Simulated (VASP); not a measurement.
# Ti (Fm-3m) in VASP: further runs

The runs below take Ti through single point, with PBE.

All numbers are computed with VASP 6.6.1; they aren't measurements. Logs are shortened: lines on timing, memory, paths and dates and some standing lists are left out, and cuts for length are marked.

## (1) The cell of the first run

It takes space group Fm-3m (No. 225, cubic). The conventional cell has a = 3.244 Å, b = 3.244 Å, c = 3.244 Å, α = 90.00°, β = 90.00°, γ = 90.00°. Ti (site symmetry m-3m) has 12 Ti at 2.29 Å within 3.0 Å.

## (2) Single point, PBE

Contents of INCAR:

```
SYSTEM = Ti
ALGO = Normal
EDIFF = 1E-6
ENCUT = 520
GGA = PE
ISIF = 2
ISMEAR = -1
LASPH = .TRUE.
LCHARG = .FALSE.
LREAL = .FALSE.
LWAVE = .FALSE.
NBANDS = 12
NELM = 100
PREC = Accurate
SIGMA = 0.08
```

Contents of KPOINTS:

```
k-points
0
G
  20 20 20
  0 0 0
```

Contents of POSCAR:

```
Ti
1.0
    0.0000000000      1.6220822254      1.6220822254
    1.6220822254      0.0000000000      1.6220822254
    1.6220822254      1.6220822254      0.0000000000
Ti
1
Direct
    0.0000000000      0.0000000000      0.0000000000
```

Potentials or basis: VASP PAW PBE potentials, release 64 (Ti_sv).

Started as:

```
$ cat potpaw_PBE.64/Ti_sv/POTCAR > POTCAR
$ mpirun -np 1 vasp_std > vasp.out
```

OUTCAR:

```text
SYSTEM = Ti
   EDIFF = 1E-6
   ENCUT = 520
   GGA = PE
   ISIF = 2
   ISMEAR = -1
   LASPH = .TRUE.
   LREAL = .FALSE.
   NELM = 100
   PREC = Accurate

 ion  position               nearest neighbor table
   1  0.000  0.000  0.000-

  LATTYP: Found a face centered cubic cell.
 ALAT       =     3.2441644508

  Lattice vectors:

 A1 = (   0.0000000000,   1.6220822254,   1.6220822254)
 A2 = (   1.6220822254,   0.0000000000,   1.6220822254)
 A3 = (   1.6220822254,   1.6220822254,   0.0000000000)

Analysis of symmetry for initial positions (statically):
=====================================================================
 Subroutine PRICEL returns:
 Original cell was already a primitive cell.

 Routine SETGRP: Setting up the symmetry group for a
 face centered cubic supercell.

 Subroutine GETGRP returns: Found 48 space group operations
 (whereof 48 operations were pure point group operations)
 out of a pool of 48 trial point group operations.

The static configuration has the point symmetry O_h .

Analysis of symmetry for dynamics (positions and initial velocities):
=====================================================================
 Subroutine PRICEL returns:
 Original cell was already a primitive cell.

 Routine SETGRP: Setting up the symmetry group for a
 face centered cubic supercell.

 Subroutine GETGRP returns: Found 48 space group operations
 (whereof 48 operations were pure point group operations)
 out of a pool of 48 trial point group operations.

The dynamic configuration has the point symmetry O_h .

 Subroutine INISYM returns: Found 48 space group operations
 (whereof 48 operations are pure point group operations),
 and found     1 'primitive' translations

----------------------------------------------------------------------------------------

                                     Primitive cell

  volume of cell :       8.5359

  direct lattice vectors                    reciprocal lattice vectors
     0.000000000  1.622082225  1.622082225    -0.308245780  0.308245780  0.308245780
     1.622082225  0.000000000  1.622082225     0.308245780 -0.308245780  0.308245780
     1.622082225  1.622082225  0.000000000     0.308245780  0.308245780 -0.308245780

  length of vectors
     2.293970682  2.293970682  2.293970682     0.533897351  0.533897351  0.533897351

  position of ions in fractional coordinates (direct lattice)
     0.000000000  0.000000000  0.000000000

  ion indices of the primitive-cell ions
   primitive index   ion index
                 1           1

----------------------------------------------------------------------------------------

 KPOINTS: k-points

Automatic generation of k-mesh.
 Grid dimensions read from file:
 generate k-points for:   20   20   20

 Generating k-lattice:

  Cartesian coordinates                     Fractional coordinates (reciprocal lattice)
    -0.015412289  0.015412289  0.015412289     0.050000000  0.000000000  0.000000000
     0.015412289 -0.015412289  0.015412289     0.000000000  0.050000000  0.000000000
     0.015412289  0.015412289 -0.015412289     0.000000000  0.000000000  0.050000000

  Length of vectors
     0.026694868  0.026694868  0.026694868

  Shift w.r.t. Gamma in fractional coordinates (k-lattice)
     0.000000000  0.000000000  0.000000000

 Subroutine IBZKPT returns following result:
 ===========================================

 Found    256 irreducible k-points:

 Following reciprocal coordinates:
            Coordinates               Weight
  0.000000  0.000000  0.000000      1.000000
  0.050000  0.000000  0.000000      8.000000
  0.100000  0.000000  0.000000      8.000000
  0.150000  0.000000  0.000000      8.000000
  0.200000  0.000000  0.000000      8.000000
  0.250000  0.000000  0.000000      8.000000
[... 16 lines left out ...]
 -0.400000  0.050000  0.000000     24.000000
 -0.350000  0.050000  0.000000     24.000000
 [... further k-points ...]
   k-points           NKPTS =    256   k-points in BZ     NKDIM =    256   number of bands    NBANDS=     12
   number of dos      NEDOS =    301   number of ions     NIONS =      1
   total plane-waves  NPLWV =   5832
   dimension x,y,z NGX =    18 NGY =   18 NGZ =   18
   dimension x,y,z NGXF=    36 NGYF=   36 NGZF=   36
   ions per type =               1
   NGX,Y,Z   is equivalent  to a cutoff of  13.04, 13.04, 13.04 a.u.
   NGXF,Y,Z  is equivalent  to a cutoff of  26.09, 26.09, 26.09 a.u.
 SYSTEM =  Ti
   PREC   = accura    normal or accurate (medium, high low for compatibility)
   ISTART =      0    job   : 0-new  1-cont  2-samecut
   ICHARG =      2    charge: 1-file 2-atom 10-const
   ISPIN  =      1    spin polarized calculation?
   LNONCOLLINEAR =      F non collinear calculations
   LSORBIT =      F    spin-orbit coupling
   LASPH  =      T    aspherical Exc in radial PAW
   ENCUT  =  520.0 eV  38.22 Ry    6.18 a.u.   4.27  4.27  4.27*2*pi/ulx,y,z
   NELM   =    100;   NELMIN=  2; NELMDL= -5     # of ELM steps
   EDIFF  = 0.1E-05   stopping-criterion for ELM
   LREAL  =      F    real-space projection
   EDIFFG = 0.1E-04   stopping-criterion for IOM
   NSW    =      0    number of steps for IOM
   IBRION =     -1    ionic relax: 0-MD 1-quasi-New 2-CG
   NFREE  =      0    steps in history (QN), initial steepest desc. (CG)
   ISIF   =      2    stress and relaxation
   ISYM   =      2    0-nonsym 1-usesym 2-fastsym
   POTIM  = 0.5000    time-step for ionic-motion
   TEBEG  =    0.0;   TEEND  =   0.0 temperature during run
   PSTRESS=    0.0 pullay stress
   NELECT =      12.0000    total number of electrons
   NUPDOWN=      -1.0000    fix difference up-down
   EMIN   =  10.00;   EMAX   =-10.00  energy-range for DOS
   EFERMI =   0.00;   METHOD = LEGACY
   ISMEAR =    -1;   SIGMA  =   0.08  broadening in eV -4-tet -1-fermi 0-gaus
   EFERMI_NEDOS =   21; number of points for ismear=-14 and -15
   IALGO  =     38    algorithm
   IMIX   =      4    mixing-type and parameters
     AMIX     =   0.40;   BMIX     =  1.00
     AMIX_MAG =   1.60;   BMIX_MAG =  1.00
  volume/ion in A,a.u.               =       8.54        57.60
  Fermi-wavevector in a.u.,A,eV,Ry     =   1.833943  3.465649 45.761088  3.363345
  Thomas-Fermi vector in A             =   2.887665
   LORBIT       =      0    0 simple, 1 ext, 2 COOP (PROOUT), +10 PAW based schemes
   GGA     = PE    functional components
   LHFCALC =     F    Hartree Fock is set to
   AEXX    =    0.0000 exact exchange contribution
   IVDW    =     0    specifies the selected vdW correction
   LEPSILON=     F    determine dielectric tensor
   LRPA    =     F    only Hartree local field effects (RPA)
 non-spin polarized calculation
  energy-cutoff  :      520.00
  volume of cell :        8.54
 maximum number of plane-waves:       259
 NGX is ok and might be reduce to    18
   NGX =  9   NGY =  9   NGZ =  9

 number of electron      12.0000001 magnetization

 Free energy of the ion-electron system (eV)
  ---------------------------------------------------
  ext. energy  EPLUGINS =         0.00000000
  ---------------------------------------------------
  free energy    TOTEN  =        -3.92194100 eV

  energy without entropy =       -3.90917694  energy(sigma->0) =       -3.91555897

 E-fermi :  18.2831     XC(G=0): -15.3246

 val. band max:       18.2754168849   @ k =  -0.3500   0.4000   0.2000
 cond. band min:      18.2923859313   @ k =   0.5000   0.0500   0.0000
 fundamental gap:      0.0169690464
 Fermi energy:        18.2830687638

 k-point     1 :       0.0000    0.0000    0.0000
  band No.  band energies     occupation
      1     -38.9767      2.00000
      2     -11.9429      2.00000
      3     -11.9429      2.00000
      4     -11.9429      2.00000
      5      12.3044      2.00000
      6      18.9126      0.00076
      7      18.9126      0.00076
      8      18.9126      0.00076
      9      22.9269      0.00000
     10      22.9269      0.00000
     11      37.5007      0.00000
     12      46.1306      0.00000

 k-point     2 :       0.0500    0.0000    0.0000
  band No.  band energies     occupation
      1     -38.9433      2.00000
      2     -12.0802      2.00000
      3     -11.9574      2.00000
      4     -11.9574      2.00000
      5      12.4839      2.00000
      6      18.7969      0.00324
      7      18.9852      0.00031
      8      18.9852      0.00031
      9      22.8626      0.00000
     10      22.8626      0.00000
     11      37.7896      0.00000
     12      45.2209      0.00000

 k-point     3 :       0.1000    0.0000    0.0000
  band No.  band energies     occupation
      1     -38.8450      2.00000
      2     -12.4717      2.00000
      3     -11.9993      2.00000
      4     -11.9993      2.00000
      5      12.9820      2.00000
      6      18.5075      0.11400
      7      19.1794      0.00003
      8      19.1794      0.00003
      9      22.7064      0.00000
     10      22.7064      0.00000
     11      38.5815      0.00000
     12      43.4879      0.00000
[... 286 lines left out ...]
 k-point    23 :      -0.4000    0.0500    0.0000
  band No.  band energies     occupation
      1     -37.5257      2.00000
      2     -16.5873      2.00000
      3     -12.5993      2.00000
      4     -12.4529      2.00000
      5      13.8222      2.00000
      6      18.4997      0.12503
      7      18.7343      0.00708
      8      22.3806      0.00000
      9      24.9186      0.00000
     10      26.0492      0.00000
     11      36.5665      0.00000
     12      39.4218      0.00000

 k-point    24 :      -0.3500    0.0500    0.0000
  band No.  band energies     occupation
      1     -37.6935      2.00000
      2     -16.1345      2.00000
      3     -12.5616      2.00000
      4     -12.3814      2.00000
      5      14.0621      2.00000
      6      18.7540      0.00554
      7      18.9372      0.00056
      8      21.3193      0.00000
      9      24.1771      0.00000
     10      25.4291      0.00000
     11      36.7385      0.00000
     12      40.8351      0.00000

 [... further k-points ...]

------------------------ aborting loop because EDIFF is reached ----------------------------------------

  FORCE on cell =-STRESS in cart. coord.  units (eV):
  Direction    XX          YY          ZZ          XY          YZ          ZX
  --------------------------------------------------------------------------------------
  -------------------------------------------------------------------------------------
  Total       12.3219701     12.3219701     12.3219701     -0.0000000     -0.0000000      0.0000000
  in kB     2312.8216386   2312.8216386   2312.8216386     -0.0000000     -0.0000000      0.0000000
  external PRESSURE =    2312.8216386 kB  Pullay stress =       0.0000000 kB

 VOLUME and BASIS-vectors are now :
 -----------------------------------------------------------------------------
  energy-cutoff  :      520.00
  volume of cell :        8.54
      direct lattice vectors                 reciprocal lattice vectors
     0.000000000  1.622082225  1.622082225    -0.308245780  0.308245780  0.308245780
     1.622082225  0.000000000  1.622082225     0.308245780 -0.308245780  0.308245780
     1.622082225  1.622082225  0.000000000     0.308245780  0.308245780 -0.308245780

 POSITION                                       TOTAL-FORCE (eV/Angst)
 -----------------------------------------------------------------------------------
      0.00000      0.00000      0.00000         0.000000      0.000000      0.000000
 -----------------------------------------------------------------------------------
    total drift:                                0.000000      0.000000      0.000000

  FREE ENERGIE OF THE ION-ELECTRON SYSTEM (eV)
  ---------------------------------------------------
  free  energy   TOTEN  =        -3.9219409984 eV

  energy  without entropy=       -3.9091769424  energy(sigma->0) =       -3.91555897
```

It took 28 s on 1 thread of Intel Xeon Platinum 8488C (Sapphire Rapids), shared host; peak memory 0.14 GiB.

What came out:

- Free energy: -3.9219 eV
- Pressure: 231.3 GPa
- Band gap on the k mesh: zero (band 6 reaches 19.24 eV, above the bottom of band 7 at 17.51 eV)

## (3) Single point, PBE

Contents of INCAR:

```
SYSTEM = Ti
PREC = Accurate
ENCUT = 520
EDIFF = 1E-6
ISMEAR = -1
SIGMA = 0.08
LREAL = .FALSE.
LASPH = .TRUE.
NELM = 80
ALGO = Normal
ISIF = 2
LWAVE = .FALSE.
LCHARG = .TRUE.
GGA = PE
LELF = .TRUE.
LVHAR = .TRUE.
NBANDS = 12
```

Contents of KPOINTS:

```
regular mesh
0
G
  20 20 20
  0 0 0
```

Contents of POSCAR:

```
Ti
1.0
    0.0000000000      1.6224174087      1.6224174087
    1.6224174087      0.0000000000      1.6224174087
    1.6224174087      1.6224174087      0.0000000000
Ti
1
Direct
    0.0000000000      0.0000000000      0.0000000000
```

Potentials or basis: VASP PAW PBE potentials, release 64 (Ti_sv).

Started as:

```
$ cat potpaw_PBE.64/Ti_sv/POTCAR > POTCAR
$ mpirun -np 1 vasp_std > vasp.out
```

OUTCAR:

```text
SYSTEM = Ti
   PREC = Accurate
   ENCUT = 520
   EDIFF = 1E-6
   ISMEAR = -1
   LREAL = .FALSE.
   LASPH = .TRUE.
   NELM = 80
   ISIF = 2
   GGA = PE

 ion  position               nearest neighbor table
   1  0.000  0.000  0.000-

  LATTYP: Found a face centered cubic cell.
 ALAT       =     3.2448348174

  Lattice vectors:

 A1 = (   0.0000000000,   1.6224174087,   1.6224174087)
 A2 = (   1.6224174087,   0.0000000000,   1.6224174087)
 A3 = (   1.6224174087,   1.6224174087,   0.0000000000)

Analysis of symmetry for initial positions (statically):
=====================================================================
 Subroutine PRICEL returns:
 Original cell was already a primitive cell.

 Routine SETGRP: Setting up the symmetry group for a
 face centered cubic supercell.

 Subroutine GETGRP returns: Found 48 space group operations
 (whereof 48 operations were pure point group operations)
 out of a pool of 48 trial point group operations.

The static configuration has the point symmetry O_h .

Analysis of symmetry for dynamics (positions and initial velocities):
[... 166 lines left out ...]
      1     -38.9848      2.00000
      2     -11.9566      2.00000
      3     -11.9566      2.00000
      4     -11.9566      2.00000
      5      12.2900      2.00000
      6      18.9024      0.00075
      7      18.9024      0.00075
      8      18.9024      0.00075
      9      22.9137      0.00000
     10      22.9137      0.00000
     11      37.4860      0.00000
     12      46.1115      0.00000
[... 331 lines left out ...]
 k-point    24 :      -0.3500    0.0500    0.0000
  band No.  band energies     occupation
      1     -37.7039      2.00000
      2     -16.1421      2.00000
      3     -12.5744      2.00000
      4     -12.3944      2.00000
      5      14.0524      2.00000
      6      18.7438      0.00546
      7      18.9270      0.00055
      8      21.3021      0.00000
      9      24.1631      0.00000
     10      25.4135      0.00000
     11      36.7214      0.00000
     12      40.8114      0.00000

 [... further k-points ...]

------------------------ aborting loop because EDIFF is reached ----------------------------------------

  FORCE on cell =-STRESS in cart. coord.  units (eV):
  Direction    XX          YY          ZZ          XY          YZ          ZX
  --------------------------------------------------------------------------------------
  -------------------------------------------------------------------------------------
  Total       12.3068435     12.3068435     12.3068435      0.0000000      0.0000000      0.0000000
  in kB     2308.5509874   2308.5509874   2308.5509874      0.0000000      0.0000000      0.0000000
  external PRESSURE =    2308.5509874 kB  Pullay stress =       0.0000000 kB

 VOLUME and BASIS-vectors are now :
 -----------------------------------------------------------------------------
  energy-cutoff  :      520.00
  volume of cell :        8.54
      direct lattice vectors                 reciprocal lattice vectors
     0.000000000  1.622417409  1.622417409    -0.308182097  0.308182097  0.308182097
     1.622417409  0.000000000  1.622417409     0.308182097 -0.308182097  0.308182097
     1.622417409  1.622417409  0.000000000     0.308182097  0.308182097 -0.308182097

 POSITION                                       TOTAL-FORCE (eV/Angst)
 -----------------------------------------------------------------------------------
      0.00000      0.00000      0.00000         0.000000      0.000000      0.000000
 -----------------------------------------------------------------------------------
    total drift:                                0.000000     -0.000000     -0.000000

  FREE ENERGIE OF THE ION-ELECTRON SYSTEM (eV)
  ---------------------------------------------------
  free  energy   TOTEN  =        -3.9295767351 eV

  energy  without entropy=       -3.9167994223  energy(sigma->0) =       -3.92318808
```

OSZICAR:

```text
N       E                     dE             d eps       ncg     rms          rms(c)
DAV:   1     0.810778626811E+02    0.81078E+02   -0.64695E+03  6276   0.139E+03
DAV:   2    -0.112642697136E+01   -0.82204E+02   -0.79001E+02  6272   0.303E+02
DAV:   3    -0.361165765660E+01   -0.24852E+01   -0.24311E+01  7256   0.549E+01
DAV:   4    -0.366375473156E+01   -0.52097E-01   -0.52019E-01  6852   0.691E+00
DAV:   5    -0.366459814796E+01   -0.84342E-03   -0.84339E-03  7036   0.746E-01    0.225E+01
DAV:   6    -0.371142271867E+01   -0.46825E-01   -0.40684E-01  7464   0.922E+00    0.112E+01
DAV:   7    -0.387483719619E+01   -0.16341E+00   -0.24564E-01  7164   0.532E+00    0.292E+00
DAV:   8    -0.392961502350E+01   -0.54778E-01   -0.14966E-01  6528   0.365E+00    0.559E-01
DAV:   9    -0.392925559763E+01    0.35943E-03   -0.88358E-03  6812   0.104E+00    0.194E-01
DAV:  10    -0.392957351035E+01   -0.31791E-03   -0.17832E-03  6300   0.396E-01    0.445E-02
DAV:  11    -0.392957538203E+01   -0.18717E-05   -0.55893E-05  7068   0.755E-02    0.138E-02
DAV:  12    -0.392957689229E+01   -0.15103E-05   -0.29411E-06  6664   0.221E-02    0.417E-03
DAV:  13    -0.392957673511E+01    0.15718E-06   -0.92610E-08  3388   0.364E-03
   1 F= -.39295767E+01 E0= -.39231881E+01  d E =-.127773E-01
```

It took 31 s on 1 thread of Intel Xeon Platinum 8488C (Sapphire Rapids), shared host; peak memory 0.14 GiB.

What came out:

| Quantity | Value |
| --- | --- |
| Free energy | -3.9296 eV |
| Pressure | 230.9 GPa |
| Band gap on the k mesh | zero (band 6 reaches 19.23 eV, above the bottom of band 7 at 17.50 eV) |
